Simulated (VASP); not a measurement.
# Ti (P6/mmm) in VASP: a series of runs

Ti is run at these levels: PBEsol; tasks: single point, relaxation of cell and atoms.

All numbers are computed with VASP 6.6.1; they aren't measurements. Logs are shortened: lines on timing, memory, paths and dates and some standing lists are left out, and cuts for length are marked.

### 1 The cell of the first run

Symmetry: P6/mmm, No. 191, hexagonal system. The conventional cell has a = 4.567 Å, b = 4.567 Å, c = 2.826 Å, α = 90.00°, β = 90.00°, γ = 120.00°. Ti (site symmetry 6/mmm) has 14 Ti at 2.83 to 2.99 Å within 3.7 Å. Within 3.5 Å of Ti (site symmetry -6m2) lie 11 Ti at 2.64 to 2.99 Å.

This isn't the form of Ti at room conditions, which is hcp.

### 2 Single point, PBEsol

Contents of INCAR:

```
PREC = Accurate
ENCUT = 520
EDIFF = 1E-6
ISMEAR = 0
SIGMA = 0.1
LREAL = F
LASPH = T
NELM = 60
ALGO = Normal
ISIF = 2
LWAVE = F
LCHARG = F
GGA = PS
NBANDS = 25
```

Contents of KPOINTS:

```
regular mesh
0
Gamma
  6 6 6
```

Contents of POSCAR:

```
Ti
1.0
    4.5673748300      0.0000000000      0.0000000000
   -2.2836874200      3.9554626300      0.0000000000
    0.0000000000      0.0000000000      2.8262442700
Ti
3
Direct
    0.0000000000      0.0000000000      0.0000000000
    0.3333333300      0.6666666700      0.5000000000
    0.6666666700      0.3333333300      0.5000000000
```

Potentials or basis: VASP PAW PBE potentials, release 64 (Ti_sv).

Started as:

```bash
$ cat potpaw_PBE.64/Ti_sv/POTCAR > POTCAR
$ mpirun -np 1 vasp_std > vasp.out
```

OUTCAR:

```text
PREC = Accurate
   ENCUT = 520
   EDIFF = 1E-6
   ISMEAR = 0
   LREAL = F
   LASPH = T
   NELM = 60
   ISIF = 2
   GGA = PS

 ion  position               nearest neighbor table
   1  0.000  0.000  0.000-
   2  0.333  0.667  0.500-   3 2.64   3 2.64   3 2.64
   3  0.667  0.333  0.500-   2 2.64   2 2.64   2 2.64

  LATTYP: Found a hexagonal cell.
 ALAT       =     4.5673748300
 C/A-ratio  =     0.6187896495

  Lattice vectors:

 A1 = (   4.5673748300,   0.0000000000,   0.0000000000)
 A2 = (  -2.2836874200,   3.9554626300,   0.0000000000)
 A3 = (   0.0000000000,   0.0000000000,   2.8262442700)

Analysis of symmetry for initial positions (statically):
=====================================================================
 Subroutine PRICEL returns:
 Original cell was already a primitive cell.

 Routine SETGRP: Setting up the symmetry group for a
 hexagonal supercell.

 Subroutine GETGRP returns: Found 24 space group operations
 (whereof 24 operations were pure point group operations)
 out of a pool of 24 trial point group operations.

The static configuration has the point symmetry D_6h.

Analysis of symmetry for dynamics (positions and initial velocities):
=====================================================================
 Subroutine PRICEL returns:
 Original cell was already a primitive cell.

 Routine SETGRP: Setting up the symmetry group for a
 hexagonal supercell.

 Subroutine GETGRP returns: Found 24 space group operations
 (whereof 24 operations were pure point group operations)
 out of a pool of 24 trial point group operations.

The dynamic configuration has the point symmetry D_6h.

 Subroutine INISYM returns: Found 24 space group operations
 (whereof 24 operations are pure point group operations),
 and found     1 'primitive' translations

----------------------------------------------------------------------------------------

                                     Primitive cell

  volume of cell :      51.0592

  direct lattice vectors                    reciprocal lattice vectors
     4.567374830  0.000000000  0.000000000     0.218944150  0.126407464  0.000000000
    -2.283687420  3.955462630  0.000000000     0.000000000  0.252814928  0.000000000
     0.000000000  0.000000000  2.826244270     0.000000000  0.000000000  0.353826458

  length of vectors
     4.567374830  4.567374831  2.826244270     0.252814928  0.252814928  0.353826458

  position of ions in fractional coordinates (direct lattice)
     0.000000000  0.000000000  0.000000000
     0.333333330  0.666666670  0.500000000
     0.666666670  0.333333330  0.500000000

  ion indices of the primitive-cell ions
   primitive index   ion index
                 1           1
                 2           2
                 3           3

----------------------------------------------------------------------------------------

 KPOINTS: regular mesh

Automatic generation of k-mesh.
 Grid dimensions read from file:
 generate k-points for:    6    6    6

 Generating k-lattice:

  Cartesian coordinates                     Fractional coordinates (reciprocal lattice)
     0.036490692  0.021067911  0.000000000     0.166666667  0.000000000  0.000000000
     0.000000000  0.042135821  0.000000000     0.000000000  0.166666667  0.000000000
     0.000000000  0.000000000  0.058971076     0.000000000  0.000000000  0.166666667

  Length of vectors
     0.042135821  0.042135821  0.058971076

  Shift w.r.t. Gamma in fractional coordinates (k-lattice)
     0.000000000  0.000000000  0.000000000

 Subroutine IBZKPT returns following result:
 ===========================================

 Found     28 irreducible k-points:

 Following reciprocal coordinates:
            Coordinates               Weight
  0.000000  0.000000  0.000000      1.000000
  0.166667 -0.000000  0.000000      6.000000
  0.333333  0.000000  0.000000      6.000000
  0.500000  0.000000  0.000000      3.000000
  0.166667  0.166667  0.000000      6.000000
  0.333333  0.166667  0.000000     12.000000
[... 16 lines left out ...]
  0.166667 -0.000000  0.500000      6.000000
  0.333333  0.000000  0.500000      6.000000
 [... further k-points ...]
   k-points           NKPTS =     28   k-points in BZ     NKDIM =     28   number of bands    NBANDS=     25
   number of dos      NEDOS =    301   number of ions     NIONS =      3
   total plane-waves  NPLWV =  31104
   dimension x,y,z NGX =    36 NGY =   36 NGZ =   24
   dimension x,y,z NGXF=    72 NGYF=   72 NGZF=   48
   ions per type =               3
   NGX,Y,Z   is equivalent  to a cutoff of  13.10, 13.10, 14.12 a.u.
   NGXF,Y,Z  is equivalent  to a cutoff of  26.21, 26.21, 28.23 a.u.
 SYSTEM =  unknown system
   PREC   = accura    normal or accurate (medium, high low for compatibility)
   ISTART =      0    job   : 0-new  1-cont  2-samecut
   ICHARG =      2    charge: 1-file 2-atom 10-const
   ISPIN  =      1    spin polarized calculation?
   LNONCOLLINEAR =      F non collinear calculations
   LSORBIT =      F    spin-orbit coupling
   LASPH  =      T    aspherical Exc in radial PAW
   ENCUT  =  520.0 eV  38.22 Ry    6.18 a.u.   8.49  8.49  5.25*2*pi/ulx,y,z
   NELM   =     60;   NELMIN=  2; NELMDL= -5     # of ELM steps
   EDIFF  = 0.1E-05   stopping-criterion for ELM
   LREAL  =      F    real-space projection
   EDIFFG = 0.1E-04   stopping-criterion for IOM
   NSW    =      0    number of steps for IOM
   IBRION =     -1    ionic relax: 0-MD 1-quasi-New 2-CG
   NFREE  =      0    steps in history (QN), initial steepest desc. (CG)
   ISIF   =      2    stress and relaxation
   ISYM   =      2    0-nonsym 1-usesym 2-fastsym
   POTIM  = 0.5000    time-step for ionic-motion
   TEBEG  =    0.0;   TEEND  =   0.0 temperature during run
   PSTRESS=    0.0 pullay stress
   NELECT =      36.0000    total number of electrons
   NUPDOWN=      -1.0000    fix difference up-down
   EMIN   =  10.00;   EMAX   =-10.00  energy-range for DOS
   EFERMI =   0.00;   METHOD = LEGACY
   ISMEAR =     0;   SIGMA  =   0.10  broadening in eV -4-tet -1-fermi 0-gaus
   EFERMI_NEDOS =   21; number of points for ismear=-14 and -15
   IALGO  =     38    algorithm
   IMIX   =      4    mixing-type and parameters
     AMIX     =   0.40;   BMIX     =  1.00
     AMIX_MAG =   1.60;   BMIX_MAG =  1.00
  volume/ion in A,a.u.               =      17.02       114.85
  Fermi-wavevector in a.u.,A,eV,Ry     =   1.457084  2.753489 28.886426  2.123092
  Thomas-Fermi vector in A             =   2.573926
   LORBIT       =      0    0 simple, 1 ext, 2 COOP (PROOUT), +10 PAW based schemes
   GGA     = PS    functional components
   LHFCALC =     F    Hartree Fock is set to
   AEXX    =    0.0000 exact exchange contribution
   IVDW    =     0    specifies the selected vdW correction
   LEPSILON=     F    determine dielectric tensor
   LRPA    =     F    only Hartree local field effects (RPA)
 non-spin polarized calculation
 Gauss-broadening in eV      SIGMA  =   0.10
  energy-cutoff  :      520.00
  volume of cell :       51.06
 maximum number of plane-waves:      1402
 NGX is ok and might be reduce to    36
   NGX = 17   NGY = 17   NGZ = 11

 number of electron      35.9999989 magnetization

 Free energy of the ion-electron system (eV)
  ---------------------------------------------------
  ext. energy  EPLUGINS =         0.00000000
  ---------------------------------------------------
  free energy    TOTEN  =       -25.04523982 eV

  energy without entropy =      -25.03048347  energy(sigma->0) =      -25.03786165

 E-fermi :   8.2756     XC(G=0): -11.7340

 val. band max:        8.2663469127   @ k =   0.0000   0.0000   0.0000
 cond. band min:       8.3304968632   @ k =   0.3333   0.3333   0.3333
 fundamental gap:      0.0641499505
 Fermi energy:         8.2755986659

 k-point     1 :       0.0000    0.0000    0.0000
  band No.  band energies     occupation
      1     -48.3553      2.00000
      2     -48.0880      2.00000
      3     -47.9180      2.00000
      4     -24.7710      2.00000
      5     -24.7710      2.00000
      6     -24.6574      2.00000
[... 17 lines left out ...]
     24      10.1232      0.00000
     25      10.2159      0.00000

 k-point     2 :       0.1667   -0.0000    0.0000
  band No.  band energies     occupation
      1     -48.3516      2.00000
      2     -48.0810      2.00000
      3     -47.9291      2.00000
      4     -24.8362      2.00000
      5     -24.8108      2.00000
      6     -24.5908      2.00000
[... 17 lines left out ...]
     24       9.8311      0.00000
     25      10.6792      0.00000

 k-point     3 :       0.3333    0.0000    0.0000
  band No.  band energies     occupation
      1     -48.3446      2.00000
      2     -48.0605      2.00000
      3     -47.9574      2.00000
      4     -24.9091      2.00000
      5     -24.7932      2.00000
      6     -24.5152      2.00000
[... 17 lines left out ...]
     24      10.4012      0.00000
     25      10.9746      0.00000

 k-point     4 :       0.5000    0.0000    0.0000
  band No.  band energies     occupation
      1     -48.3413      2.00000
      2     -48.0424      2.00000
      3     -47.9792      2.00000
      4     -24.9366      2.00000
      5     -24.7428      2.00000
      6     -24.5275      2.00000
[... 17 lines left out ...]
     24      10.3382      0.00000
     25      10.9611      0.00000

 k-point     5 :       0.1667    0.1667    0.0000
  band No.  band energies     occupation
      1     -48.3464      2.00000
      2     -48.0666      2.00000
      3     -47.9493      2.00000
      4     -24.8526      2.00000
      5     -24.8474      2.00000
      6     -24.5628      2.00000
[... 17 lines left out ...]
     24      10.2103      0.00000
     25      11.0578      0.00000

 k-point     6 :       0.3333    0.1667    0.0000
  band No.  band energies     occupation
      1     -48.3415      2.00000
      2     -48.0413      2.00000
      3     -47.9801      2.00000
      4     -24.8875      2.00000
      5     -24.7847      2.00000
      6     -24.6126      2.00000
[... 17 lines left out ...]
     24      10.4525      0.00000
     25      10.7674      0.00000
[... 393 lines left out ...]
 k-point    21 :       0.3333    0.3333    0.3333
  band No.  band energies     occupation
      1     -48.2983      2.00000
      2     -47.9687      2.00000
      3     -47.9687      2.00000
      4     -24.8407      2.00000
      5     -24.7525      2.00000
      6     -24.7525      2.00000
[... 17 lines left out ...]
     24      10.7239      0.00000
     25      11.5149      0.00000

 k-point    22 :       0.0000    0.0000    0.5000
  band No.  band energies     occupation
      1     -48.2844      2.00000
      2     -48.0441      2.00000
      3     -47.8635      2.00000
      4     -24.7842      2.00000
      5     -24.6957      2.00000
      6     -24.6663      2.00000
[... 17 lines left out ...]
     24      11.2601      0.00000
     25      11.8315      0.00000

 k-point    23 :       0.1667   -0.0000    0.5000
  band No.  band energies     occupation
      1     -48.2844      2.00000
      2     -48.0336      2.00000
      3     -47.8742      2.00000
      4     -24.7990      2.00000
      5     -24.7630      2.00000
      6     -24.6665      2.00000
[... 17 lines left out ...]
     24      11.3267      0.00000
     25      11.3476      0.00000

 k-point    24 :       0.3333    0.0000    0.5000
  band No.  band energies     occupation
      1     -48.2843      2.00000
      2     -48.0063      2.00000
      3     -47.9020      2.00000
      4     -24.8402      2.00000
      5     -24.8122      2.00000
      6     -24.6671      2.00000
[... 17 lines left out ...]
     24      11.4067      0.00000
     25      11.4187      0.00000

 [... further k-points ...]

------------------------ aborting loop because EDIFF is reached ----------------------------------------

  FORCE on cell =-STRESS in cart. coord.  units (eV):
  Direction    XX          YY          ZZ          XY          YZ          ZX
  --------------------------------------------------------------------------------------
  -------------------------------------------------------------------------------------
  Total       -1.2141724     -1.2141724     -1.1702640      0.0000000      0.0000000      0.0000000
  in kB      -38.0993257    -38.0993257    -36.7215329      0.0000000      0.0000000      0.0000000
  external PRESSURE =     -37.6400614 kB  Pullay stress =       0.0000000 kB

 VOLUME and BASIS-vectors are now :
 -----------------------------------------------------------------------------
  energy-cutoff  :      520.00
  volume of cell :       51.06
      direct lattice vectors                 reciprocal lattice vectors
     4.567374830  0.000000000  0.000000000     0.218944150  0.126407464  0.000000000
    -2.283687420  3.955462630  0.000000000     0.000000000  0.252814928  0.000000000
     0.000000000  0.000000000  2.826244270     0.000000000  0.000000000  0.353826458

 POSITION                                       TOTAL-FORCE (eV/Angst)
 -----------------------------------------------------------------------------------
      0.00000      0.00000      0.00000        -0.000000      0.000000      0.000000
     -0.00000      2.63698      1.41312        -0.000000      0.000000      0.000000
      2.28369      1.31849      1.41312         0.000000      0.000000      0.000000
 -----------------------------------------------------------------------------------
    total drift:                               -0.000000      0.000000      0.000000

  FREE ENERGIE OF THE ION-ELECTRON SYSTEM (eV)
  ---------------------------------------------------
  free  energy   TOTEN  =       -25.0452398229 eV

  energy  without entropy=      -25.0304834673  energy(sigma->0) =      -25.03786165
```

Run time: 20 s. Hardware: 1 thread of Intel Xeon 6975P-C (Granite Rapids), shared host; peak memory 0.18 GiB.

Results:

```
Free energy            : -25.0452 eV
Pressure               : -3.8 GPa
Band gap on the k mesh : zero (bands 18 and 19 overlap by 0.23 eV)
```

Levels at points of the mesh, in eV from the Fermi level:
| k point | band 16 | band 17 | band 18 | band 19 | band 20 | band 21 |
| --- | --- | --- | --- | --- | --- | --- |
| (0.00, 0.00, 0.00) | -0.68 | -0.58 | -0.58 | -0.01 | 0.70 | 1.32 |
| (0.50, 0.00, 0.00) | -0.39 | -0.38 | -0.33 | 0.08 | 0.56 | 1.06 |
| (0.00, 0.00, 0.50) | -1.70 | -1.60 | -1.60 | 1.08 | 1.08 | 1.28 |
| (0.50, 0.00, 0.50) | -1.14 | -0.65 | -0.61 | 0.38 | 0.84 | 0.97 |

Caveat: the k points lie up to 0.37 Å⁻¹ apart; the PAW data sets were made with another functional, which shifts forces and pressure a little.

### 3 Single point, PBEsol

This run uses another cell than the first one, of 16.46 Å³/atom.

Contents of INCAR:

```
  PREC = Accurate
  ENCUT = 520
  EDIFF = 1E-6
  ISMEAR = 0
  SIGMA = 0.1
  LREAL = False
  LASPH = True
  NELM = 100
  ALGO = Fast
  ISIF = 2
  LWAVE = False
  LCHARG = True
  GGA = PS
  LELF = True
  LVHAR = True
  NBANDS = 25
```

Contents of KPOINTS:

```
regular mesh
0
Gamma
  12 12 14
```

Contents of POSCAR:

```
Ti
1.0
    4.5140250332      0.0000000029      0.0000000000
   -2.2570125191      3.9092603507      0.0000000000
    0.0000000000      0.0000000000      2.7989385158
Ti
3
Direct
    0.0000000000      0.0000000000      0.0000000000
    0.3333333333      0.6666666667      0.5000000000
    0.6666666667      0.3333333333      0.5000000000
```

Potentials or basis: VASP PAW PBE potentials, release 64 (Ti_sv).

Started as:

```bash
$ cat potpaw_PBE.64/Ti_sv/POTCAR > POTCAR
$ mpirun -np 1 vasp_std > vasp.out
```

Run time: 4.7 min. Hardware: 1 thread of Intel Xeon 6975P-C (Granite Rapids), shared host; peak memory 0.27 GiB.

Results (log left out):

```
Free energy            : -25.0650 eV
Pressure               : -0.3 GPa
Band gap on the k mesh : zero (bands 18 and 19 overlap by 0.34 eV)
```

Levels at points of the mesh, in eV from the Fermi level:
```csv
k point,band 14,band 15,band 16,band 17,band 18,band 19,band 20,band 21,band 22,band 23
"(0.00, 0.00, 0.00)",-2.06,-0.71,-0.71,-0.61,-0.61,-0.01,0.71,1.34,1.34,1.88
"(0.50, 0.00, 0.00)",-3.58,-2.73,-0.45,-0.43,-0.37,0.05,0.56,1.05,1.26,1.99
"(0.00, 0.00, 0.50)",-2.21,-2.21,-1.73,-1.70,-1.70,1.09,1.09,1.31,1.31,3.09
"(0.50, 0.00, 0.50)",-2.17,-1.78,-1.24,-0.68,-0.67,0.35,0.83,1.03,1.10,2.33
```

Caveat: the PAW data sets were made with another functional, which shifts forces and pressure a little.

### 4 Single point, PBEsol

This run uses another cell than the first one, of 16.51 Å³/atom.

Contents of INCAR:

```
SYSTEM = Ti
PREC = Accurate
ENCUT = 520
EDIFF = 1E-6
ISMEAR = -1
SIGMA = 0.15
LREAL = .False.
LASPH = .True.
NELM = 80
ALGO = Fast
ISIF = 2
LWAVE = .False.
LCHARG = .False.
GGA = PS
NBANDS = 25
```

Contents of KPOINTS:

```
Automatic mesh
0
Gamma
  12 12 14
  0 0 0
```

Contents of POSCAR:

```
Ti
1.0
    4.5230949184      0.0000000029      0.0000000000
   -2.2615474617      3.9171151016      0.0000000000
    0.0000000000      0.0000000000      2.7963411599
Ti
3
Direct
    0.0000000000      0.0000000000      0.0000000000
    0.3333333333      0.6666666667      0.5000000000
    0.6666666667      0.3333333333      0.5000000000
```

Started as:

```bash
$ cat potpaw_PBE.64/Ti_sv/POTCAR > POTCAR
$ mpirun -np 1 vasp_std > vasp.out
```

It took 4.9 min on 1 thread of Intel Xeon 6975P-C (Granite Rapids), shared host; peak memory 0.27 GiB.

It converged, with:

* Free energy: -25.1732 eV
* Pressure: -0.3 GPa
* Band gap on the k mesh: zero (bands 18 and 19 overlap by 0.31 eV)

Levels at points of the mesh, in eV from the Fermi level:
```tsv
k point	band 14	band 15	band 16	band 17	band 18	band 19	band 20	band 21	band 22	band 23
(0.00, 0.00, 0.00)	-2.01	-0.67	-0.67	-0.59	-0.59	-0.01	0.73	1.38	1.38	1.94
(0.50, 0.00, 0.00)	-3.56	-2.68	-0.42	-0.39	-0.35	0.10	0.59	1.11	1.26	2.05
(0.00, 0.00, 0.50)	-2.17	-2.17	-1.68	-1.65	-1.65	1.11	1.11	1.33	1.33	3.15
(0.50, 0.00, 0.50)	-2.13	-1.75	-1.19	-0.65	-0.63	0.40	0.90	1.06	1.13	2.36
```

Caveat: the PAW data sets were made with another functional, which shifts forces and pressure a little.

(Part 1 of 2 ends here.)
